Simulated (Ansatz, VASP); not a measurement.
One calculation of W, two programs

```
CELL_PARAMETERS angstrom
0.00000 2.17579 1.59768
2.17579 0.00000 1.59768
2.17579 2.17579 0.00000
ATOMIC_POSITIONS crystal
W 0.00000 0.00000 0.00000
```

Alike in both runs: task single point; functional PBEsol; k mesh 22 × 22 × 22; occupations gaussian, width 0.15 eV; no spin polarisation.

|  | VASP | Ansatz |
| --- | --- | --- |
| version | VASP 6.6.1 | Ansatz 0.2.0 |
| potentials or method | VASP PAW PBE potentials, release 64 (W_sv), cutoff 500 eV | scalar-relativistic, plane waves, PAW |
| valence electrons in the cell | 14 | 14 |

Ansatz gave:

- gap on the k mesh at the Fermi level (eV): none
- pressure (GPa): 13.1
- traceless stress, the component that is largest in VASP (GPa): -8.35

**Question.** Estimate VASP's values.

**Answer.** gap on the k mesh at the Fermi level (eV): none; pressure (GPa): 13.9; traceless stress, the component that is largest in VASP (GPa): -8.35.

VASP's potentials were made for PBE, not for PBEsol, and Ansatz warns of the same on its side. A gap of «none» marks a metal or a gap that the smearing closes.

Neither program's run includes spin-orbit coupling.
